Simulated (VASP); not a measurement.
Here is a VASP 6.6.1 calculation.

Contents of POSCAR:

```
SnO2
1.0
    0.0000000000      2.5334669701      2.5334669701
    2.5334669701      0.0000000000      2.5334669701
    2.5334669701      2.5334669701      0.0000000000
Sn O
1 2
Direct
    0.0000000000      0.0000000000      0.0000000000
    0.2500000000      0.2500000000      0.2500000000
    0.7500000000      0.7500000000      0.7500000000
```

Contents of INCAR.step1:

```
PREC = Accurate ; ENCUT = 520
EDIFF = 1E-5 ; ISMEAR = 0
SIGMA = 0.01 ; LREAL = F
LASPH = T ; NELM = 60
ALGO = Normal ; ISIF = 2
LWAVE = T ; GGA = PE
NBANDS = 20
```

File INCAR.step2:

```
PREC = Accurate ; ENCUT = 520
EDIFF = 1E-7 ; ISMEAR = 0
SIGMA = 0.01 ; LREAL = F
LASPH = T ; NELM = 60
ALGO = Normal ; ISIF = 2
LWAVE = F ; LCHARG = T
GGA = PE ; LHFCALC = T
HFSCREEN = 0.2079 ; PRECFOCK = Normal
LELF = T ; LVHAR = T
ISTART = 1 ; NBANDS = 20
```

KPOINTS

```
regular mesh
0
Gamma
  4 4 4
```

Potentials or basis: VASP PAW PBE potentials, release 64 (Sn_d, O).

Run with:

```bash
$ cat potpaw_PBE.64/Sn_d/POTCAR potpaw_PBE.64/O/POTCAR > POTCAR
$ cp INCAR.step1 INCAR
$ mpirun -np 1 vasp_std > vasp.out
$ cp INCAR.step2 INCAR
$ mpirun -np 1 vasp_std > vasp.out
```

Q: Predict the pressure.

A: -2.0 GPa.

Q: Estimate the band gap on the k mesh.

A: 1.68 eV, indirect (least direct gap 3.17 eV).

Caveat: the k points lie up to 0.54 Å⁻¹ apart; the PAW data sets were made with another functional, which shifts forces and pressure a little; spin-orbit coupling is left out, which moves the levels of the heavy elements. A k mesh can miss the band edges.
